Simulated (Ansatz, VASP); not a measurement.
# Two plane-wave programs on Ni

```
Ni
1.0
    -1.38372    1.38372    1.38372
     1.38372   -1.38372    1.38372
     1.38372    1.38372   -1.38372
Ni
1
Direct
  0.00000 0.00000 0.00000
```

Alike in both runs: task single point; functional PBEsol; k mesh 11 × 11 × 11; occupations fermi-dirac, width 0.05 eV; collinear spin; fixed moment 1 μB.

```csv
,VASP,Ansatz
version,VASP 6.6.1,Ansatz 0.2.0
potentials or method,"VASP PAW PBE potentials, release 64 (Ni_sv_GW)",Ansatz PAW
plane-wave cutoff (eV),690,420
valence electrons in the cell,18,18
```

```tsv
	VASP	Ansatz	Ansatz less VASP
pressure (GPa)	1.0	2.1	+1.11
net moment per atom (μB)	1.00	1.00	0.000
size of the moment on the site where the two differ most (μB)	1.00	0.99	-0.002
```

VASP's potentials were made for PBE, not for PBEsol. Site moments also hang on the region over which each program counts them. With one functional, cell and mesh, what is left measures potentials, basis and numerics.
